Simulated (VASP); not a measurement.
Write the native input for VASP 6.6.1 that does the following.

```
Task                   : single point
Functional             : PBE
Potentials or basis    : VASP PAW PBE potentials, release 64 (Ti_sv, H)
Cutoff                 : 500 eV
k mesh                 : 4 × 4 × 4
Occupations            : gaussian, width 0.2 eV
Spin                   : no spin polarisation
Dipole correction      : no
Further INCAR settings : ALGO = Normal; EDIFF = 1e-06; NBANDS = 27
```

The structure of Ti3H2 lies in POSCAR:

```
Ti3H2
1.0
    3.9242384360      0.0000000000      0.0000000000
    0.0000000000      3.9242384360      0.0000000000
    0.0000000000      0.0000000000      3.9242384360
Ti H
3 2
Direct
    0.5000000000      0.0000000000      0.0000000000
    0.0000000000      0.5000000000      0.0000000000
    0.0000000000      0.0000000000      0.5000000000
    0.0000000000      0.0000000000      0.0000000000
    0.5000000000      0.5000000000      0.5000000000
```

The cell was built from a structure type or drawn by symmetry, and may not be a known phase.

The input as run:

INCAR

```
SYSTEM = Ti3H2
  PREC = Accurate
  ENCUT = 500
  EDIFF = 1E-6
  ISMEAR = 0
  SIGMA = 0.2
  LREAL = .False.
  LASPH = .True.
  NELM = 120
  ALGO = Normal
  ISIF = 2
  LWAVE = .False.
  LCHARG = .False.
  GGA = PE
  NBANDS = 27
  GGA_COMPAT = .False.
```

KPOINTS

```
Automatic mesh
0
Gamma
  4 4 4
  0 0 0
```

Potentials or basis: VASP PAW PBE potentials, release 64 (Ti_sv, H).

Launch:

```sh
$ cat potpaw_PBE.64/Ti_sv/POTCAR potpaw_PBE.64/H/POTCAR > POTCAR
$ mpirun -np 1 vasp_std > vasp.out
```

Results of the run:

The pressure is 0.0 GPa. The band gap on the k mesh is zero (bands 19 and 20 overlap by 0.88 eV).

Caveat: the k points lie up to 0.40 Å⁻¹ apart, too coarse for converged energies and pressures of a metal.

Wall time 12 s on 1 thread of AMD EPYC 9R45 96-Core Processor (Zen 5), with other jobs on the host, peak memory 0.14 GiB.
